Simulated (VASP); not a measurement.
Here is a VASP 6.6.1 calculation.

INCAR

```
SYSTEM = ZnSe
PREC = Accurate
ENCUT = 520
EDIFF = 1E-7
ISMEAR = 0
SIGMA = 0.1
LREAL = .False.
LASPH = .True.
NELM = 80
ALGO = Normal
ISIF = 2
LWAVE = .False.
LCHARG = .False.
GGA = PE
NBANDS = 36
```

KPOINTS

```
Automatic mesh
0
Gamma
  12 12 4
  0 0 0
```

File POSCAR:

```
ZnSe
1.0
    3.8249224653      0.0000000000      0.0000000000
   -1.9124612327      3.3124800225      0.0000000000
    0.0000000000      0.0000000000     10.7791136705
Zn Se
3 3
Direct
    0.6666666667      0.3333333333      0.2188795142
    0.6666666667      0.3333333333      0.7811204858
    0.3333333333      0.6666666667      0.5000000000
    0.0000000000      0.0000000000      0.3331755458
    0.0000000000      0.0000000000      0.6668244542
    0.6666666667      0.3333333333      0.0000000000
```

Potentials or basis: VASP PAW PBE potentials, release 64 (Zn, Se).

Launch:

```bash
$ cat potpaw_PBE.64/Zn/POTCAR potpaw_PBE.64/Se/POTCAR > POTCAR
$ mpirun -np 1 vasp_std > vasp.out
```

(1) What does it give for the largest force?

(2) Predict the band gap on the k mesh.

Answers

(1) 0.012 eV/Å.

(2) zero (bands 27 and 28 overlap by 0.76 eV).

Caveat: semilocal functionals underestimate gaps, so a narrow gap can read as zero.
